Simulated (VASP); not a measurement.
# Ga2SeS3 (P4mm) in VASP: relaxation of cell and atoms with PBE

Aim: the relaxation of cell and atoms of Ga2SeS3 with PBE.

Everything below comes from runs of VASP 6.6.1. Logs are shortened: lines on timing, memory, paths and dates and some standing lists are left out, and cuts for length are marked.

### 1 The cell of the first run

It takes space group P4mm (No. 99, tetragonal). Conventional cell: a = 3.849 Å, b = 3.849 Å, c = 8.172 Å, α = 90.00°, β = 90.00°, γ = 90.00°. Within 3.9 Å of Ga (site symmetry 4mm) lie 4 Se at 2.85 Å and 5 S at 2.86 to 2.93 Å and 4 Ga at 3.85 Å. Within 3.9 Å of Ga (site symmetry 4mm) lie 8 S at 2.86 to 2.94 Å and 1 Se at 2.90 Å and 4 Ga at 3.85 Å. Within 3.9 Å of Se (site symmetry 4mm) lie 5 Ga at 2.85 to 2.90 Å and 8 S at 3.38 to 3.61 Å and 4 Se at 3.85 Å. Within 3.7 Å of S (site symmetry 2mm) lie 6 S at 2.72 to 3.66 Å and 4 Ga at 2.93 to 2.94 Å and 2 Se at 3.61 Å. S (site symmetry 4mm) has 5 Ga at 2.86 Å and 4 Se at 3.38 Å and 8 S at 3.66 to 3.85 Å within 3.9 Å.

The cell was built from a structure type or drawn by symmetry, and may not be a known phase.

### 2 Relaxation of cell and atoms, PBE

Contents of INCAR:

```
ALGO = Normal ; EDIFF = 1E-7
EDIFFG = -0.08 ; ENCUT = 500
GGA = PE ; GGA_COMPAT = F
IBRION = 2 ; ISIF = 3
ISMEAR = 0 ; LASPH = T
LCHARG = F ; LREAL = F
LWAVE = F ; NELM = 120
NELMIN = 4 ; NSW = 36
PREC = Accurate ; SIGMA = 0.15
```

Contents of KPOINTS:

```
k-points
0
Gamma
  3 3 2
```

Contents of POSCAR:

```
Ga2SeS3
1.0
    3.8491117100      0.0000000000      0.0000000000
    0.0000000000      3.8491117100      0.0000000000
    0.0000000000      0.0000000000      8.1716113200
Ga Se S
2 1 3
Direct
    0.5000000000      0.5000000000      0.7286009800
    0.0000000000      0.0000000000      0.2702390000
    0.0000000000      0.0000000000      0.6251500200
    0.5000000000      0.0000000000      0.9985610200
    0.0000000000      0.5000000000      0.9985610200
    0.5000000000      0.5000000000      0.3788870000
```

Potentials or basis: VASP PAW PBE potentials, release 64 (Ga_d, Se, S).

Launch:

```console
cat potpaw_PBE.64/Ga_d/POTCAR potpaw_PBE.64/Se/POTCAR potpaw_PBE.64/S/POTCAR > POTCAR
mpirun -np 1 vasp_std > vasp.out
```

OUTCAR:

```text
EDIFF = 1E-7
   EDIFFG = -0.08
   ENCUT = 500
   GGA = PE
   IBRION = 2
   ISIF = 3
   ISMEAR = 0
   LASPH = T
   LREAL = F
   NELM = 120
   NELMIN = 4
   NSW = 36
   PREC = Accurate

 ion  position               nearest neighbor table
   1  0.500  0.500  0.729-   3 2.85   3 2.85   3 2.85   3 2.85
   2  0.000  0.000  0.270-
   3  0.000  0.000  0.625-   1 2.85   1 2.85   1 2.85   1 2.85
   4  0.500  0.000  0.999-   5 2.72   5 2.72   5 2.72   5 2.72
   5  0.000  0.500  0.999-   4 2.72   4 2.72   4 2.72   4 2.72
   6  0.500  0.500  0.379-

  LATTYP: Found a simple tetragonal cell.
 ALAT       =     3.8491117100
 C/A-ratio  =     2.1229862721

  Lattice vectors:

 A1 = (   3.8491117100,   0.0000000000,   0.0000000000)
 A2 = (   0.0000000000,   3.8491117100,   0.0000000000)
 A3 = (   0.0000000000,   0.0000000000,   8.1716113200)

Analysis of symmetry for initial positions (statically):
=====================================================================
 Subroutine PRICEL returns:
 Original cell was already a primitive cell.

 Routine SETGRP: Setting up the symmetry group for a
 simple tetragonal supercell.

 Subroutine GETGRP returns: Found  8 space group operations
 (whereof  8 operations were pure point group operations)
 out of a pool of 16 trial point group operations.

The static configuration has the point symmetry C_4v.

Analysis of symmetry for dynamics (positions and initial velocities):
=====================================================================
 Subroutine PRICEL returns:
 Original cell was already a primitive cell.

 Routine SETGRP: Setting up the symmetry group for a
 simple tetragonal supercell.

 Subroutine GETGRP returns: Found  8 space group operations
 (whereof  8 operations were pure point group operations)
 out of a pool of 16 trial point group operations.

The dynamic configuration has the point symmetry C_4v.

 Subroutine INISYM returns: Found  8 space group operations
 (whereof  8 operations are pure point group operations),
 and found     1 'primitive' translations

----------------------------------------------------------------------------------------

                                     Primitive cell

  volume of cell :     121.0678

  direct lattice vectors                    reciprocal lattice vectors
     3.849111710  0.000000000  0.000000000     0.259800202  0.000000000  0.000000000
     0.000000000  3.849111710  0.000000000     0.000000000  0.259800202  0.000000000
     0.000000000  0.000000000  8.171611320     0.000000000  0.000000000  0.122374886

  length of vectors
     3.849111710  3.849111710  8.171611320     0.259800202  0.259800202  0.122374886

  position of ions in fractional coordinates (direct lattice)
     0.500000000  0.500000000  0.728600980
     0.000000000  0.000000000  0.270239000
     0.000000000  0.000000000  0.625150020
     0.500000000  0.000000000  0.998561020
     0.000000000  0.500000000  0.998561020
     0.500000000  0.500000000  0.378887000

  ion indices of the primitive-cell ions
   primitive index   ion index
                 1           1
                 2           2
                 3           3
                 4           4
                 5           5
                 6           6

----------------------------------------------------------------------------------------

 KPOINTS: k-points

Automatic generation of k-mesh.
 Grid dimensions read from file:
 generate k-points for:    3    3    2

 Generating k-lattice:

  Cartesian coordinates                     Fractional coordinates (reciprocal lattice)
     0.086600067  0.000000000  0.000000000     0.333333333  0.000000000  0.000000000
     0.000000000  0.086600067  0.000000000     0.000000000  0.333333333  0.000000000
     0.000000000  0.000000000  0.061187443     0.000000000  0.000000000  0.500000000

  Length of vectors
     0.086600067  0.086600067  0.061187443

  Shift w.r.t. Gamma in fractional coordinates (k-lattice)
     0.000000000  0.000000000  0.000000000

 Subroutine IBZKPT returns following result:
 ===========================================

 Found      6 irreducible k-points:

 Following reciprocal coordinates:
            Coordinates               Weight
  0.000000  0.000000  0.000000      1.000000
  0.333333  0.000000  0.000000      4.000000
  0.333333  0.333333  0.000000      4.000000
  0.000000  0.000000  0.500000      1.000000
  0.333333  0.000000  0.500000      4.000000
  0.333333  0.333333  0.500000      4.000000
   k-points           NKPTS =      6   k-points in BZ     NKDIM =      6   number of bands    NBANDS=     30
   number of dos      NEDOS =    301   number of ions     NIONS =      6
   total plane-waves  NPLWV =  47040
   dimension x,y,z NGX =    28 NGY =   28 NGZ =   60
   dimension x,y,z NGXF=    56 NGYF=   56 NGZF=  120
   ions per type =               2   1   3
   NGX,Y,Z   is equivalent  to a cutoff of  12.09, 12.09, 12.21 a.u.
   NGXF,Y,Z  is equivalent  to a cutoff of  24.19, 24.19, 24.41 a.u.
 SYSTEM =  unknown system
   PREC   = accura    normal or accurate (medium, high low for compatibility)
   ISTART =      0    job   : 0-new  1-cont  2-samecut
   ICHARG =      2    charge: 1-file 2-atom 10-const
   ISPIN  =      1    spin polarized calculation?
   LNONCOLLINEAR =      F non collinear calculations
   LSORBIT =      F    spin-orbit coupling
   LASPH  =      T    aspherical Exc in radial PAW
   ENCUT  =  500.0 eV  36.75 Ry    6.06 a.u.   7.02  7.02 14.90*2*pi/ulx,y,z
   NELM   =    120;   NELMIN=  4; NELMDL= -5     # of ELM steps
   EDIFF  = 0.1E-06   stopping-criterion for ELM
   LREAL  =      F    real-space projection
   EDIFFG = -.8E-01   stopping-criterion for IOM
   NSW    =     36    number of steps for IOM
   IBRION =      2    ionic relax: 0-MD 1-quasi-New 2-CG
   NFREE  =      1    steps in history (QN), initial steepest desc. (CG)
   ISIF   =      3    stress and relaxation
   ISYM   =      2    0-nonsym 1-usesym 2-fastsym
   POTIM  = 0.5000    time-step for ionic-motion
   TEBEG  =    0.0;   TEEND  =   0.0 temperature during run
   PSTRESS=    0.0 pullay stress
   NELECT =      50.0000    total number of electrons
   NUPDOWN=      -1.0000    fix difference up-down
   EMIN   =  10.00;   EMAX   =-10.00  energy-range for DOS
   EFERMI =   0.00;   METHOD = LEGACY
   ISMEAR =     0;   SIGMA  =   0.15  broadening in eV -4-tet -1-fermi 0-gaus
   EFERMI_NEDOS =   21; number of points for ismear=-14 and -15
   IALGO  =     38    algorithm
   IMIX   =      4    mixing-type and parameters
     AMIX     =   0.40;   BMIX     =  1.00
     AMIX_MAG =   1.60;   BMIX_MAG =  1.00
  volume/ion in A,a.u.               =      20.18       136.17
  Fermi-wavevector in a.u.,A,eV,Ry     =   1.219145  2.303849 20.222527  1.486314
  Thomas-Fermi vector in A             =   2.354407
   LORBIT       =      0    0 simple, 1 ext, 2 COOP (PROOUT), +10 PAW based schemes
   GGA     = PE    functional components
   LHFCALC =     F    Hartree Fock is set to
   AEXX    =    0.0000 exact exchange contribution
   IVDW    =     0    specifies the selected vdW correction
   LEPSILON=     F    determine dielectric tensor
   LRPA    =     F    only Hartree local field effects (RPA)
 conjugate gradient relaxation of ions
 non-spin polarized calculation
 Gauss-broadening in eV      SIGMA  =   0.15
  energy-cutoff  :      500.00
  volume of cell :      121.07
 maximum number of plane-waves:      3094
   NGX = 15   NGY = 15   NGZ = 29

--------------------------------------- Ionic step        1  -------------------------------------------

 number of electron      49.9999983 magnetization

 Free energy of the ion-electron system (eV)
  ---------------------------------------------------
  ext. energy  EPLUGINS =         0.00000000
  ---------------------------------------------------
  free energy    TOTEN  =       -20.10194489 eV

  energy without entropy =      -20.03820154  energy(sigma->0) =      -20.07007321

------------------------ aborting loop because EDIFF is reached ----------------------------------------

  FORCE on cell =-STRESS in cart. coord.  units (eV):
  Direction    XX          YY          ZZ          XY          YZ          ZX
  --------------------------------------------------------------------------------------
  -------------------------------------------------------------------------------------
  Total       -5.4972040     -5.4972040     -3.1619132      0.0000000     -0.0000000      0.0000000
  in kB      -72.7484430    -72.7484430    -41.8438651      0.0000000     -0.0000000      0.0000000
  external PRESSURE =     -62.4469170 kB  Pullay stress =       0.0000000 kB
[... 101 lines left out ...]
  FREE ENERGIE OF THE ION-ELECTRON SYSTEM (eV)
  ---------------------------------------------------
  free  energy   TOTEN  =       -20.4763821152 eV

  energy  without entropy=      -20.4250899161  energy(sigma->0) =      -20.45073602

 E-fermi :   4.3902     XC(G=0): -10.0566

 val. band max:        4.3565746915   @ k =   0.3333   0.0000   0.0000
 cond. band min:       4.4501565911   @ k =   0.3333   0.3333   0.0000
 fundamental gap:      0.0935818996
 Fermi energy:         4.3902232070

 k-point     1 :       0.0000    0.0000    0.0000
  band No.  band energies     occupation
      1     -10.8017      2.00000
      2     -10.3698      2.00000
      3     -10.1953      2.00000
      4      -9.9553      2.00000
      5      -9.9553      2.00000
      6      -9.9546      2.00000
[... 187 lines left out ...]
     29       8.7825      0.00000
     30       9.1607      0.00000

 E-fermi :   4.2247     XC(G=0):  -9.9687

 val. band max:        4.1983680532   @ k =   0.3333   0.0000   0.0000
 cond. band min:       4.2568659399   @ k =   0.0000   0.0000   0.0000
 fundamental gap:      0.0584978867
 Fermi energy:         4.2246850239

 k-point     1 :       0.0000    0.0000    0.0000
  band No.  band energies     occupation
      1     -10.9006      2.00000
      2     -10.5215      2.00000
      3     -10.3533      2.00000
      4     -10.1215      2.00000
      5     -10.1204      2.00000
      6     -10.1204      2.00000
[... 187 lines left out ...]
     29       8.5702      0.00000
     30       8.9311      0.00000

[... ionic steps 4 to 25 ...]

--------------------------------------- Ionic step       26  -------------------------------------------

 number of electron      49.9999986 magnetization

------------------------ aborting loop because EDIFF is reached ----------------------------------------

  FORCE on cell =-STRESS in cart. coord.  units (eV):
  Direction    XX          YY          ZZ          XY          YZ          ZX
  --------------------------------------------------------------------------------------
  -------------------------------------------------------------------------------------
  Total        0.1907911      0.1907911     -0.2096697      0.0000000      0.0000000      0.0000000
  in kB        2.3203278      2.3203278     -2.5499215      0.0000000      0.0000000      0.0000000
  external PRESSURE =       0.6969114 kB  Pullay stress =       0.0000000 kB
[... 65 lines left out ...]
  energy  without entropy=      -21.4265506678  energy(sigma->0) =      -21.46337010

--------------------------------------- Ionic step       28  -------------------------------------------

 number of electron      50.0000001 magnetization

 Free energy of the ion-electron system (eV)
  ---------------------------------------------------
  ext. energy  EPLUGINS =         0.00000000
  ---------------------------------------------------
  free energy    TOTEN  =       -21.50166162 eV

  energy without entropy =      -21.42795979  energy(sigma->0) =      -21.46481071

 E-fermi :   3.7606     XC(G=0):  -9.4657

 val. band max:        3.7252526410   @ k =   0.3333   0.3333   0.5000
 cond. band min:       3.7660824074   @ k =   0.3333   0.0000   0.5000
 fundamental gap:      0.0408297664
 Fermi energy:         3.7606293663

 k-point     1 :       0.0000    0.0000    0.0000
  band No.  band energies     occupation
      1     -11.3269      2.00000
      2     -11.2608      2.00000
      3     -11.1064      2.00000
      4     -10.9501      2.00000
      5     -10.9320      2.00000
      6     -10.9320      2.00000
[... 220 lines left out ...]
  FREE ENERGIE OF THE ION-ELECTRON SYSTEM (eV)
  ---------------------------------------------------
  free  energy   TOTEN  =       -21.5016616236 eV

  energy  without entropy=      -21.4279597902  energy(sigma->0) =      -21.46481071

 reached required accuracy - stopping structural energy minimisation
```

Run time: 8.7 min. Hardware: 1 thread of Intel Xeon Platinum 8559C (Emerald Rapids), shared host; peak memory 0.22 GiB.

Results:

```
Free energy                           : -21.5017 eV
Relaxed volume                        : 22.08 Å³/atom
Relaxed cell                          : a = 3.599 Å, b = 3.599 Å, c = 10.229 Å, α = 90.00°, β = 90.00°, γ = 90.00°
Space group after relaxing (to 0.1 Å) : P4mm (No. 99)
Energy gained by relaxing             : 233.3 meV/atom
Ionic steps                           : 28
Pressure after relaxing               : -0.5 GPa
Largest force after relaxing          : 0.071 eV/Å
Band gap on the k mesh                : zero (bands 25 and 26 overlap by 0.04 eV)
```

Forces on the atoms (eV/Å):
```
Ga   0.000  0.000 -0.033
Ga   0.000  0.000 -0.048
Se   0.000  0.000 -0.029
S    0.000  0.000  0.020
S    0.000  0.000  0.020
S    0.000  0.000  0.071
```

Step by step:
| step | energy change (eV) | largest force (eV/Å) | pressure (GPa) | volume (Å³) |
| --- | --- | --- | --- | --- |
| 1 | 0.0000 | 0.6427 | -6.24 | 121.07 |
| 2 | -0.3697 | 0.7677 | 0.04 | 107.79 |
| 3 | -0.3744 | 0.7898 | 1.02 | 106.32 |
| 4 | -0.4830 | 0.8092 | 1.25 | 106.13 |
| 5 | -0.7852 | 0.7531 | 3.24 | 105.41 |
| 6 | -0.5176 | 0.5805 | 12.33 | 103.34 |
| 7 | -0.8677 | 0.4587 | 5.69 | 104.78 |
| 8 | -0.9253 | 0.4483 | 4.90 | 106.38 |
| 9 | -1.0413 | 0.4972 | 2.79 | 111.24 |
| 10 | -1.1135 | 0.3873 | -0.26 | 121.26 |
| 11 | -1.1184 | 0.3530 | -0.73 | 123.22 |
| 12 | -1.1236 | 0.3816 | -1.63 | 127.19 |
| 13 | -1.1552 | 0.3603 | -0.98 | 127.70 |
| 14 | -1.1737 | 0.4196 | -0.24 | 128.23 |
| 15 | -1.1759 | 0.4543 | 0.12 | 128.47 |
| 16 | -1.2000 | 0.4769 | -0.10 | 128.97 |
| 17 | -1.2603 | 0.5436 | -0.70 | 130.45 |
| 18 | -1.2681 | 0.9310 | -1.16 | 133.45 |
| 19 | -1.2897 | 0.5646 | -1.05 | 131.75 |
| 20 | -1.3160 | 0.4947 | -0.60 | 131.09 |
| 21 | -1.3458 | 0.6511 | 0.84 | 129.34 |
| 22 | -1.3463 | 0.6246 | 0.61 | 129.61 |
| 23 | -1.3686 | 0.4798 | 0.42 | 130.19 |
| 24 | -1.3883 | 0.2471 | 0.09 | 131.42 |
| 25 | -1.3932 | 0.2071 | 0.08 | 131.54 |
| 26 | -1.3959 | 0.1473 | 0.07 | 131.74 |
| 27 | -1.3982 | 0.1099 | -0.14 | 132.00 |
| 28 | -1.3997 | 0.0707 | -0.49 | 132.47 |

Final structure:
```
Ga Se S
1.0
     3.59865    0.00000    0.00000
     0.00000    3.59865    0.00000
     0.00000    0.00000   10.22880
Ga Se S
2 1 3
Direct
  0.50000 0.50000 0.60611
  0.00000 0.00000 0.37697
  0.00000 0.00000 0.64723
  0.50000 0.00000 0.00482
  0.00000 0.50000 0.00482
  0.50000 0.50000 0.36006
```

Caveat: the k points lie up to 0.58 Å⁻¹ apart in the final cell; a cell axis changed by over 15 % at a fixed basis, so the end point is rough; this functional lacks dispersion, which binds the layers, so the pressure and a relaxed spacing across them are unreliable; the relaxation stopped at a loose force limit of 0.08 eV/Å, so its end isn't a converged minimum.
